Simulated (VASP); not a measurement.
Input of a VASP 6.6.1 run:

INCAR

```
SYSTEM = Ti5Si
PREC = Accurate
ENCUT = 520
EDIFF = 1E-6
ISMEAR = 0
SIGMA = 0.1
LREAL = .FALSE.
LASPH = .TRUE.
NELM = 80
ALGO = Fast
ISIF = 2
LWAVE = .FALSE.
LCHARG = .FALSE.
GGA = PS
NBANDS = 41
```

The input KPOINTS:

```
Automatic mesh
0
G
  6 6 6
  0 0 0
```

Contents of POSCAR:

```
Ti5Si
1.0
    2.5228393509      1.4565619783      4.4409048145
   -2.5228393509      1.4565619783      4.4409048145
    0.0000000000     -2.9131239567      4.4409048145
Ti Si
5 1
Direct
    0.1514396700      0.1514396700      0.1514396700
    0.6053500000      0.3946500000      0.0000000000
    0.0000000000      0.6053500000      0.3946500000
    0.8485603300      0.8485603300      0.8485603300
    0.3946500000      0.0000000000      0.6053500000
    0.5000000000      0.5000000000      0.5000000000
```

Potentials or basis: VASP PAW PBE potentials, release 64 (Ti_sv, Si).

Command:

```console
$ cat potpaw_PBE.64/Ti_sv/POTCAR potpaw_PBE.64/Si/POTCAR > POTCAR
$ mpirun -np 1 vasp_std > vasp.out
```

**Question.** What does it give for the band gap on the k mesh?

**Answer.** Zero (band 32 reaches 9.02 eV, above the bottom of band 33 at 8.53 eV).

**Question.** Predict the largest force.

**Answer.** 0.069 eV/Å.

**Question.** Predict the pressure.

**Answer.** -4.5 GPa.

Stress tensor (GPa, compression positive):
```
-4.44  0.00  0.00
 0.00 -4.44  0.00
 0.00  0.00 -4.52
```

Caveat: the PAW data sets were made with another functional, which shifts forces and pressure a little.
